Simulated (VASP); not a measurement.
Write the native input for VASP 6.6.1 that does the following.

```yaml
Task: electric field gradients
Functional: LDA
Potentials_or_basis: VASP PAW LDA potentials, release 64 (Ru_sv)
Cutoff: 520 eV
k_mesh: 3 × 3 × 1
Occupations: methfessel-paxton, width 0.12 eV
Spin: no spin polarisation
Dipole_correction: no
Second_run: valence_matched
Further_INCAR_settings: ALGO = Normal; EDIFF = 1e-08; NBANDS = 23
```

The structure of Ru lies in POSCAR:

```
Ru
1.0
    2.7078263433      0.0000000000      0.0000000000
   -1.3539131716      2.3450464023      0.0000000000
    0.0000000000      0.0000000000      4.2681017800
Ru
2
Direct
    0.3333333333      0.6666666667      0.2500000000
    0.6666666667      0.3333333333      0.7500000000
```

One way to write it, as run:

INCAR

```
SYSTEM = Ru
ALGO     = Normal         ! electronic algorithm
EDIFF    = 1E-8           ! SCF threshold, eV
ENCUT    = 520            ! plane-wave cutoff, eV
GGA      = CA             ! functional
GGA_COMPAT= .FALSE.      
ISIF     = 2              ! what is computed and relaxed
ISMEAR   = 1              ! smearing method
LASPH    = .TRUE.         ! aspherical terms in the spheres
LCHARG   = .FALSE.        ! write CHGCAR
LEFG     = .TRUE.       
LREAL    = .FALSE.        ! projectors in reciprocal space
LWAVE    = .FALSE.        ! write WAVECAR
NBANDS   = 23             ! bands
NELM     = 120            ! most SCF steps
PREC     = Accurate       ! precision mode
SIGMA    = 0.12           ! smearing width, eV
```

KPOINTS

```
k-points
0
G
  3 3 1
  0 0 0
```

Potentials or basis: VASP PAW LDA potentials, release 64 (Ru_sv).

Run with:

```bash
$ cat potpaw_LDA.64/Ru_sv/POTCAR > POTCAR
$ mpirun -np 1 vasp_std > vasp.out
```

It gave:

```json
{"Pressure": "-2.4 GPa", "Band gap on the k mesh": "zero (band 16 reaches 16.12 eV, above the bottom of band 17 at 13.64 eV)"}
```

Caveat: the k points lie up to 1.47 Å⁻¹ apart; without QUAD_EFG the Cq values of the log hold for a quadrupole moment of 1 mb, not for the nuclei.

Wall time 1.9 s on 1 thread of Intel(R) Xeon(R) Platinum 8488C (Sapphire Rapids), on a shared host, peak memory 0.12 GiB.
